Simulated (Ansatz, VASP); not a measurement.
## One calculation of BaO, two programs

Contents of INCAR:

```
SYSTEM = BaO
  PREC = Accurate
  ENCUT = 600
  EDIFF = 1E-6
  ISMEAR = 0
  SIGMA = 0.02
  LREAL = .False.
  LASPH = .True.
  NELM = 120
  ALGO = Normal
  ISIF = 2
  LWAVE = .False.
  LCHARG = .False.
  GGA = PS
  NBANDS = 15
  GGA_COMPAT = .False.
```

KPOINTS

```
regular mesh
0
Gamma
  8 8 8
  0 0 0
```

The input POSCAR:

```
BaO
1.0
    0.0000000000      2.7450539707      2.7450539707
    2.7450539707      0.0000000000      2.7450539707
    2.7450539707      2.7450539707      0.0000000000
Ba O
1 1
Direct
    0.0000000000      0.0000000000      0.0000000000
    0.5000000000      0.5000000000      0.5000000000
```

Input for Ansatz:

```yaml
crystal:
  lattice:
    - [0.0, 2.7450539707, 2.7450539707]
    - [2.7450539707, 0.0, 2.7450539707]
    - [2.7450539707, 2.7450539707, 0.0]
  atoms:
    - { symbol: Ba, position: [0.0, 0.0, 0.0] }
    - { symbol: O, position: [0.5, 0.5, 0.5] }
basis: {}
kpoints:
  mp_grid: { grid: [8, 8, 8] }
hamiltonian:
  xc: pbesol
  pseudopotentials: { kind: all_electron, lapw: {} }
scf:
  occupations: { method: gaussian, width: 0.02 }
output:
  forces: true
  stress: true
  eigenvalues: true
```

Alike in both runs: task single point; functional PBEsol; k mesh 8 × 8 × 8; occupations gaussian, width 0.02 eV; no spin polarisation.

|  | VASP | Ansatz |
| --- | --- | --- |
| version | VASP 6.6.1 | Ansatz 0.2.0 |
| potentials or method | VASP PAW PBE potentials, release 64 (Ba_sv, O), cutoff 600 eV | scalar-relativistic, all-electron LAPW |

VASP gave:

```
gap on the k mesh at the Fermi level (eV) : 1.77
least direct gap on the mesh (eV)         : 1.77
pressure (GPa)                            : 1.8
```

**Question.** Estimate Ansatz's values.

**Answer.** gap on the k mesh at the Fermi level (eV): 1.84; least direct gap on the mesh (eV): 1.84; pressure (GPa): 0.0.

VASP's potentials were made for PBE, not for PBEsol. Ansatz ran all-electron here, and VASP with PAW potentials.

Spin-orbit coupling is off throughout.
